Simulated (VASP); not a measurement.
# Ti (P6_3/mmc) in VASP: relaxation of cell and atoms with r2SCAN

Aim: the relaxation of cell and atoms of Ti with r2SCAN.

Program: VASP 6.6.1. These are calculated values, not measurements. Logs are shortened: lines on timing, memory, paths and dates and some standing lists are left out, and cuts for length are marked.

## Step 1: The cell of the first run

Symmetry: P6_3/mmc, No. 194, hexagonal system. Conventional cell: a = 2.936 Å, b = 2.936 Å, c = 4.641 Å, α = 90.00°, β = 90.00°, γ = 120.00°. Within 3.8 Å of Ti (site symmetry -6m2) lie 12 Ti at 2.87 to 2.94 Å.

## Step 2: Relaxation of cell and atoms, r2SCAN

The input, POSCAR:

```
Ti
1.0
    2.9357319200      0.0000000000      0.0000000000
   -1.4678659600      2.5424184200      0.0000000000
    0.0000000000      0.0000000000      4.6408561500
Ti
2
Direct
    0.3333333300      0.6666666700      0.2500000000
    0.6666666700      0.3333333300      0.7500000000
```

The input, INCAR.step1:

```
PREC     = Accurate       # precision mode
ENCUT    = 600            # plane-wave cutoff, eV
ISMEAR   = 0              # smearing method
SIGMA    = 0.1            # smearing width, eV
LREAL    = False          # projectors in reciprocal space
LASPH    = True           # aspherical terms in the spheres
NELM     = 80             # most SCF steps
GGA      = PE             # functional
ALGO     = Normal         # electronic algorithm
EDIFF    = 1E-4           # SCF threshold, eV
LWAVE    = True           # write WAVECAR
LCHARG   = False          # write CHGCAR
```

The input, INCAR.step2:

```
PREC     = Accurate       # precision mode
ENCUT    = 600            # plane-wave cutoff, eV
EDIFF    = 1E-6           # SCF threshold, eV
ISMEAR   = 0              # smearing method
SIGMA    = 0.1            # smearing width, eV
LREAL    = False          # projectors in reciprocal space
LASPH    = True           # aspherical terms in the spheres
NELM     = 80             # most SCF steps
ALGO     = Normal         # electronic algorithm
ISIF     = 3              # what is computed and relaxed
LWAVE    = False          # write WAVECAR
LCHARG   = False          # write CHGCAR
METAGGA  = R2SCAN         # meta-GGA
LMIXTAU  = True         
IBRION   = 2              # ionic algorithm
NSW      = 100            # ionic steps
EDIFFG   = -0.002         # ionic threshold
ISTART   = 1
```

The input, KPOINTS:

```
regular mesh
0
Gamma
  18 18 10
```

Potentials or basis: VASP PAW PBE potentials, release 64 (Ti_sv).

Started as:

```bash
$ cat potpaw_PBE.64/Ti_sv/POTCAR > POTCAR
$ cp INCAR.step1 INCAR
$ mpirun -np 1 vasp_std > vasp.out
$ cp INCAR.step2 INCAR
$ mpirun -np 1 vasp_std > vasp.out
```

OUTCAR:

```text
PREC = Accurate
   ENCUT = 600
   EDIFF = 1E-6
   ISMEAR = 0
   LREAL = False
   LASPH = True
   NELM = 80
   ISIF = 3
   METAGGA = R2SCAN
   IBRION = 2
   NSW = 100
   EDIFFG = -0.002
   ISTART = 1

 ion  position               nearest neighbor table
   1  0.333  0.667  0.250-   2 2.87   2 2.87   2 2.87   2 2.87   2 2.87   2 2.87
   2  0.667  0.333  0.750-   1 2.87   1 2.87   1 2.87   1 2.87   1 2.87   1 2.87

  LATTYP: Found a hexagonal cell.
 ALAT       =     2.9357319200
 C/A-ratio  =     1.5808174167

  Lattice vectors:

 A1 = (   2.9357319200,   0.0000000000,   0.0000000000)
 A2 = (  -1.4678659600,   2.5424184200,   0.0000000000)
 A3 = (   0.0000000000,   0.0000000000,   4.6408561500)

Analysis of symmetry for initial positions (statically):
=====================================================================
 Subroutine PRICEL returns:
 Original cell was already a primitive cell.

 Routine SETGRP: Setting up the symmetry group for a
 hexagonal supercell.

 Subroutine GETGRP returns: Found 24 space group operations
 (whereof 12 operations were pure point group operations)
 out of a pool of 24 trial point group operations.

The static configuration has the point symmetry D_3d.
 The point group associated with its full space group is D_6h.

Analysis of symmetry for dynamics (positions and initial velocities):
=====================================================================
 Subroutine PRICEL returns:
 Original cell was already a primitive cell.

 Routine SETGRP: Setting up the symmetry group for a
 hexagonal supercell.

 Subroutine GETGRP returns: Found 24 space group operations
 (whereof 12 operations were pure point group operations)
 out of a pool of 24 trial point group operations.

The dynamic configuration has the point symmetry D_3d.
 The point group associated with its full space group is D_6h.

 Subroutine INISYM returns: Found 24 space group operations
 (whereof 12 operations are pure point group operations),
 and found     1 'primitive' translations

----------------------------------------------------------------------------------------

                                     Primitive cell

  volume of cell :      34.6387

  direct lattice vectors                    reciprocal lattice vectors
     2.935731920  0.000000000  0.000000000     0.340630557  0.196663144  0.000000000
    -1.467865960  2.542418420  0.000000000     0.000000000  0.393326288  0.000000000
     0.000000000  0.000000000  4.640856150     0.000000000  0.000000000  0.215477483

  length of vectors
[... 90 lines left out ...]
   POTIM  = 0.5000    time-step for ionic-motion
   TEBEG  =    0.0;   TEEND  =   0.0 temperature during run
   PSTRESS=    0.0 pullay stress
   NELECT =      24.0000    total number of electrons
   NUPDOWN=      -1.0000    fix difference up-down
   EMIN   =  10.00;   EMAX   =-10.00  energy-range for DOS
   EFERMI =   0.00;   METHOD = LEGACY
   ISMEAR =     0;   SIGMA  =   0.10  broadening in eV -4-tet -1-fermi 0-gaus
   EFERMI_NEDOS =   21; number of points for ismear=-14 and -15
   IALGO  =     38    algorithm
   IMIX   =      4    mixing-type and parameters
     AMIX     =   0.40;   BMIX     =  1.00
     AMIX_MAG =   1.60;   BMIX_MAG =  1.00
  volume/ion in A,a.u.               =      17.32       116.88
  Fermi-wavevector in a.u.,A,eV,Ry     =   1.448632  2.737518 28.552297  2.098535
  Thomas-Fermi vector in A             =   2.566451
   LORBIT       =      0    0 simple, 1 ext, 2 COOP (PROOUT), +10 PAW based schemes
   METAGGA = R2SCAN    functional components
   LHFCALC =     F    Hartree Fock is set to
   AEXX    =    0.0000 exact exchange contribution
   IVDW    =     0    specifies the selected vdW correction
   LEPSILON=     F    determine dielectric tensor
   LRPA    =     F    only Hartree local field effects (RPA)
 conjugate gradient relaxation of ions
 non-spin polarized calculation
 Gauss-broadening in eV      SIGMA  =   0.10
  energy-cutoff  :      600.00
  volume of cell :       34.64
 maximum number of plane-waves:      1182
 NGX is ok and might be reduce to    24
   NGX = 11   NGY = 11   NGZ = 19

--------------------------------------- Ionic step        1  -------------------------------------------

 number of electron      23.9999993 magnetization

 Free energy of the ion-electron system (eV)
  ---------------------------------------------------
  ext. energy  EPLUGINS =         0.00000000
  ---------------------------------------------------
  free energy    TOTEN  =       -25.90497531 eV

  energy without entropy =      -25.89664859  energy(sigma->0) =      -25.90081195

------------------------ aborting loop because EDIFF is reached ----------------------------------------

  FORCE on cell =-STRESS in cart. coord.  units (eV):
  Direction    XX          YY          ZZ          XY          YZ          ZX
  --------------------------------------------------------------------------------------
  -------------------------------------------------------------------------------------
  Total        0.0722092      0.0722092      0.0506166     -0.0000000     -0.0000000      0.0000000
  in kB        3.3399606      3.3399606      2.3412191     -0.0000000     -0.0000000      0.0000000
  external PRESSURE =       3.0070468 kB  Pullay stress =       0.0000000 kB
[... 239 lines left out ...]
--------------------------------------- Ionic step        8  -------------------------------------------

 number of electron      23.9999994 magnetization

 Free energy of the ion-electron system (eV)
  ---------------------------------------------------
  ext. energy  EPLUGINS =         0.00000000
  ---------------------------------------------------
  free energy    TOTEN  =       -25.90506879 eV

  energy without entropy =      -25.89671383  energy(sigma->0) =      -25.90089131

 E-fermi :   8.4093     XC(G=0): -12.3975

 val. band max:        8.4087243032   @ k =   0.1667  -0.0000   0.4000
 cond. band min:       8.4118254232   @ k =   0.3333   0.2778   0.3000
 fundamental gap:      0.0031011201
 Fermi energy:         8.4093333247

 k-point     1 :       0.0000    0.0000    0.0000
  band No.  band energies     occupation
      1     -50.8390      2.00000
      2     -50.6940      2.00000
      3     -26.4033      2.00000
      4     -25.7335      2.00000
      5     -25.7334      2.00000
      6     -25.6625      2.00000
[... 433 lines left out ...]
      3     -26.1942      2.00000
      4     -26.0834      2.00000
      5     -26.0701      2.00000
      6     -25.9056      2.00000
[... 8 lines left out ...]
     15       9.6725      0.00000
     16      11.6815      0.00000

 [... further k-points ...]
[... 5 lines left out ...]
  --------------------------------------------------------------------------------------
  -------------------------------------------------------------------------------------
  Total        0.0014139      0.0014139     -0.0012919      0.0000000      0.0000000     -0.0000000
  in kB        0.0652256      0.0652256     -0.0595971      0.0000000      0.0000000     -0.0000000
  external PRESSURE =       0.0236180 kB  Pullay stress =       0.0000000 kB
[... 17 lines left out ...]
  FREE ENERGIE OF THE ION-ELECTRON SYSTEM (eV)
  ---------------------------------------------------
  free  energy   TOTEN  =       -25.9050687856 eV

  energy  without entropy=      -25.8967138299  energy(sigma->0) =      -25.90089131

 reached required accuracy - stopping structural energy minimisation
```

OSZICAR.step1:

```text
N       E                     dE             d eps       ncg     rms          rms(c)
DAV:   1     0.259903620672E+03    0.25990E+03   -0.14810E+04  7112   0.205E+03
DAV:   2     0.111789235197E+02   -0.24872E+03   -0.24729E+03  7392   0.517E+02
DAV:   3    -0.164711847860E+02   -0.27650E+02   -0.27409E+02 14008   0.140E+02
DAV:   4    -0.176816951247E+02   -0.12105E+01   -0.12103E+01  7464   0.308E+01
DAV:   5    -0.177505829041E+02   -0.68888E-01   -0.68887E-01 11832   0.502E+00    0.119E+01
DAV:   6    -0.156690780603E+02    0.20815E+01   -0.78667E+00  8368   0.328E+01    0.301E+00
DAV:   7    -0.156574260241E+02    0.11652E-01   -0.80556E-01 10720   0.765E+00    0.205E+00
DAV:   8    -0.156859913472E+02   -0.28565E-01   -0.22589E-01  8384   0.631E+00    0.710E-01
DAV:   9    -0.156764616415E+02    0.95297E-02   -0.55299E-02  8592   0.272E+00    0.641E-02
DAV:  10    -0.156766930132E+02   -0.23137E-03   -0.24813E-03 11216   0.416E-01    0.873E-02
DAV:  11    -0.156767328316E+02   -0.39818E-04   -0.19350E-04  5992   0.131E-01
   1 F= -.15676733E+02 E0= -.15672046E+02  d E =-.937388E-02
```

Run time: 40 min. Hardware: 1 thread of AMD EPYC 7R13 (Zen 3), shared host; peak memory 0.24 GiB.

Results:

| Item | Value |
| --- | --- |
| Free energy | -25.9051 eV |
| Relaxed volume | 17.36 Å³/atom |
| Relaxed cell | a = 2.939 Å, b = 2.939 Å, c = 4.643 Å, α = 90.00°, β = 90.00°, γ = 120.00° |
| Space group after relaxing (to 0.1 Å) | P6_3/mmc (No. 194) |
| Energy gained by relaxing | 0.0 meV/atom |
| Ionic steps | 8 |
| Pressure after relaxing | 0.0 GPa |
| Band gap on the k mesh | zero (bands 12 and 13 overlap by 1.23 eV) |

Final structure:
```xyz
2
Lattice="2.9390 0.0000 0.0000 -1.4695 2.5452 0.0000 0.0000 0.0000 4.6428" Properties=species:S:1:pos:R:3 pbc="T T T"
Ti    0.0000    1.6968    1.1607
Ti    1.4695    0.8484    3.4821
```

Levels at points of the mesh, in eV from the Fermi level:
| k point | band 10 | band 11 | band 12 | band 13 | band 14 | band 15 |
| --- | --- | --- | --- | --- | --- | --- |
| (0.00, 0.00, 0.00) | -2.87 | 0.58 | 0.85 | 0.85 | 0.98 | 1.39 |
| (0.50, 0.00, 0.00) | -2.29 | -1.95 | -0.86 | 0.59 | 0.70 | 1.27 |
| (0.00, 0.00, 0.50) | -4.68 | 0.06 | 0.06 | 0.77 | 0.77 | 0.77 |
| (0.50, 0.00, 0.50) | -2.69 | -0.88 | -0.88 | 1.23 | 1.23 | 1.89 |

Caveat: the PAW data sets were made with another functional, which shifts forces and pressure a little.
